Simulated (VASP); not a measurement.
Set up this calculation in VASP 6.6.1, as the native input.

```
Task                   : single point
Functional             : PBE
Potentials or basis    : VASP PAW PBE potentials, release 64 (Na_pv, Ga_d, C)
Cutoff                 : 520 eV
k mesh                 : 6 × 6 × 14
Occupations            : gaussian, width 0.1 eV
Spin                   : no spin polarisation
Dipole correction      : no
Further INCAR settings : ALGO = Normal; EDIFF = 1e-06; NBANDS = 49
```

The structure of Na3GaC lies in POSCAR:

```
Na3GaC
1.0
   10.2081682431      0.0000000000      0.0000000000
   -5.1040841216      8.8405330247      0.0000000000
    0.0000000000      0.0000000000      2.7687709722
Na Ga C
6 2 2
Direct
    0.8211937720      0.6423875440      0.7500000000
    0.3576124560      0.1788062280      0.7500000000
    0.8211937720      0.1788062280      0.7500000000
    0.1788062280      0.3576124560      0.2500000000
    0.6423875440      0.8211937720      0.2500000000
    0.1788062280      0.8211937720      0.2500000000
    0.3333333333      0.6666666667      0.7500000000
    0.6666666667      0.3333333333      0.2500000000
    0.0000000000      0.0000000000      0.0000000000
    0.0000000000      0.0000000000      0.5000000000
```

The input as run:

INCAR

```
PREC = Accurate ; ENCUT = 520
EDIFF = 1E-6 ; ISMEAR = 0
SIGMA = 0.1 ; LREAL = False
LASPH = True ; NELM = 100
ALGO = Normal ; ISIF = 2
LWAVE = False ; LCHARG = False
GGA = PE ; NBANDS = 49
```

KPOINTS

```
regular mesh
0
Gamma
  6 6 14
```

Potentials or basis: VASP PAW PBE potentials, release 64 (Na_pv, Ga_d, C).

The run is started by

```console
$ cat potpaw_PBE.64/Na_pv/POTCAR potpaw_PBE.64/Ga_d/POTCAR potpaw_PBE.64/C/POTCAR > POTCAR
$ mpirun -np 1 vasp_std > vasp.out
```

Results of the run:

- Pressure: 0.0 GPa
- Band gap on the k mesh: zero (bands 38 and 39 overlap by 2.81 eV)

Run time: 13 min on 1 thread of Intel(R) Xeon(R) Platinum 8488C (Sapphire Rapids), with other jobs on the host, peak memory 0.74 GiB.
